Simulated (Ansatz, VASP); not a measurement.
## Hf in VASP and in Ansatz

Contents of INCAR:

```
PREC = Accurate ; ENCUT = 520
EDIFF = 1E-7 ; ISMEAR = 0
SIGMA = 0.15 ; LREAL = F
LASPH = T ; NELM = 80
ALGO = Fast ; ISIF = 2
LWAVE = F ; LCHARG = T
GGA = PS ; LELF = T
LVHAR = T ; NBANDS = 11
```

File KPOINTS:

```
Automatic mesh
0
Gamma
  18 18 18
```

POSCAR

```
Hf
1.0
    0.0000000000      2.2200000000      2.2200000000
    1.9980000000      0.0000000000      2.2200000000
    1.9980000000      2.2200000000      0.0000000000
Hf
1
Direct
    0.0000000000      0.0000000000      0.0000000000
```

Input for Ansatz:

```yaml
crystal:
  lattice:
    - [0.0, 2.22, 2.22]
    - [1.998, 0.0, 2.22]
    - [1.998, 2.22, 0.0]
  atoms:
    - { symbol: Hf, position: [0.0, 0.0, 0.0] }
basis:
  ecutwfc: 420
kpoints:
  mp_grid: { grid: [18, 18, 18] }
hamiltonian:
  xc: pbesol
scf:
  occupations: { method: gaussian, width: 0.15 }
output:
  forces: true
  stress: true
  eigenvalues: true
```

Change from the starting cell: strain -0.1000 x Voigt [1, 0, 0, 0, 0, 0], atoms carried along.

Alike in both runs: task single point; functional PBEsol; k mesh 18 × 18 × 18; occupations gaussian, width 0.15 eV; no spin polarisation.

|  | VASP | Ansatz |
| --- | --- | --- |
| version | VASP 6.6.1 | Ansatz 0.2.0 |
| potentials or method | VASP PAW PBE potentials, release 64 (Hf_pv), cutoff 520 eV | scalar-relativistic, plane waves, PAW |
| valence electrons in the cell | 10 | 26 |

Ansatz gave:

* gap on the k mesh at the Fermi level (eV): none
* pressure (GPa): 11.2
* traceless stress, the component that is largest in VASP (GPa): 2.90

Q: Estimate VASP's values.

A: gap on the k mesh at the Fermi level (eV): none; pressure (GPa): 10.8; traceless stress, the component that is largest in VASP (GPa): 2.99.

VASP's potentials were made for PBE, not for PBEsol. A gap of «none» marks a metal or a gap that the smearing closes. VASP's potentials hold 10 valence electrons a cell and Ansatz's 26, so a difference there can come from the potentials and not from the codes.

Spin-orbit coupling is off throughout.
